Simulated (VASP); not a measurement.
Set up this calculation in VASP 6.6.1, as the native input.

```
Task                   : relaxation of cell and atoms
Functional             : PBE
Potentials or basis    : VASP PAW PBE potentials, release 64 (Ga_d, P)
Cutoff                 : 750 eV
k mesh                 : 9 × 9 × 9
Occupations            : gaussian, width 0.03 eV
Spin                   : non-collinear spin, zero start, spin-orbit coupling
Starting moments       : [[0.0, 0.0, 0.0], [0.0, 0.0, 0.0]] μB
Tolerance level        : standard
Purpose                : cell
Passes                 : 3
Further INCAR settings : ALGO = Normal; EDIFF = 1e-07
```

GaP:

```
Ga P
1.0
     0.00000    2.72525    2.72525
     2.72525    0.00000    2.72525
     2.72525    2.72525    0.00000
Ga P
1 1
Direct
  0.00000 0.00000 0.00000
  0.75000 0.75000 0.75000
```

One way to write it, as run:

POSCAR

```
GaP
1.0
    0.0000000000      2.7252500000      2.7252500000
    2.7252500000      0.0000000000      2.7252500000
    2.7252500000      2.7252500000      0.0000000000
Ga P
1 1
Direct
    0.0000000000      0.0000000000      0.0000000000
    0.7500000000      0.7500000000      0.7500000000
```

INCAR.step1

```
GGA = PE
LSORBIT = T
MAGMOM = 0 0 0 0 0 0
LORBIT = 11
ISMEAR = 0
SIGMA = 0.03
LWAVE = F
LCHARG = F
NSW = 80
PREC = Accurate
LASPH = T
LREAL = F
ALGO = Normal
EDIFF = 1E-7
NELM = 200
GGA_COMPAT = F
IBRION = 2
ISIF = 3
EDIFFG = -0.002
NELMIN = 4
ENCUT = 750
EFERMI = MIDGAP
KPAR = 4
POTIM = 0.5
```

INCAR.step4

```
GGA = PE
LSORBIT = T
MAGMOM = 0 0 0 0 0 0
LORBIT = 11
ISMEAR = 0
SIGMA = 0.03
LWAVE = F
LCHARG = F
PREC = Accurate
LASPH = T
LREAL = F
ALGO = Normal
EDIFF = 1E-7
NELM = 200
GGA_COMPAT = F
ISIF = 2
ENCUT = 750
EFERMI = MIDGAP
KPAR = 4
```

KPOINTS

```
Automatic mesh
0
Gamma
  9 9 9
  0 0 0
```

Potentials or basis: VASP PAW PBE potentials, release 64 (Ga_d, P).

Launch:

```sh
$ cat potpaw_PBE.64/Ga_d/POTCAR potpaw_PBE.64/P/POTCAR > POTCAR
$ cp INCAR.step1 INCAR
$ cp POSCAR.step1 POSCAR
$ mpirun -np 4 vasp_ncl > vasp.out
$ cp CONTCAR POSCAR
$ mpirun -np 4 vasp_ncl > vasp.out
$ cp CONTCAR POSCAR
$ mpirun -np 4 vasp_ncl > vasp.out
$ cp CONTCAR POSCAR
$ cp INCAR.step4 INCAR
$ mpirun -np 4 vasp_ncl > vasp.out
```

It gave:

```yaml
Relaxed_volume: 20.86 Å³/atom
Relaxed_cell: a = 3.893 Å, b = 3.893 Å, c = 3.893 Å, α = 60.00°, β = 60.00°, γ = 60.00°
Space_group_after_relaxing_to_0.1_Å: F-43m (No. 216)
Energy_gained_by_relaxing: 4.7 meV/atom
Ionic_steps: 10
Pressure_after_relaxing: 0.0 GPa
Net_moment: 0.00 μB per cell
Valence_electrons_inside_the_program's_atomic_spheres: Ga 11.68; P 2.53
```

It took 5.7 min on 4 MPI ranks on Intel(R) Xeon(R) 6975P-C (Granite Rapids) (shared host), peak memory 0.52 GiB a rank.
